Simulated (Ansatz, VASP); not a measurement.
ZnS: VASP beside Ansatz

```
CELL_PARAMETERS angstrom
0.00000 2.93819 2.29179
2.93819 0.00000 2.29179
2.93819 2.93819 0.00000
ATOMIC_POSITIONS crystal
Zn 0.00000 0.00000 0.00000
S 0.75000 0.75000 0.75000
```

Alike in both runs: task single point; functional r2SCAN; k mesh 8 × 8 × 8; occupations gaussian, width 0.05 eV; no spin polarisation.

|  | VASP | Ansatz |
| --- | --- | --- |
| version | VASP 6.6.1 | Ansatz 0.2.0 |
| potentials or method | VASP PAW PBE potentials, release 64 (Zn, S), cutoff 520 eV | scalar-relativistic, plane waves, PAW |
| valence electrons in the cell | 18 | 18 |

Ansatz gave:

- gap on the k mesh at the Fermi level (eV): 2.16
- least direct gap on the mesh (eV): 2.16
- pressure (GPa): -2.4
- traceless stress, the component that is largest in VASP (GPa): 4.67

**Question.** Estimate VASP's values.

**Answer.** gap on the k mesh at the Fermi level (eV): 2.17; least direct gap on the mesh (eV): 2.17; pressure (GPa): -2.4; traceless stress, the component that is largest in VASP (GPa): 4.64.

VASP's potentials were made for PBE, not for r2SCAN. With one functional, cell and mesh, what is left measures potentials, basis and numerics.
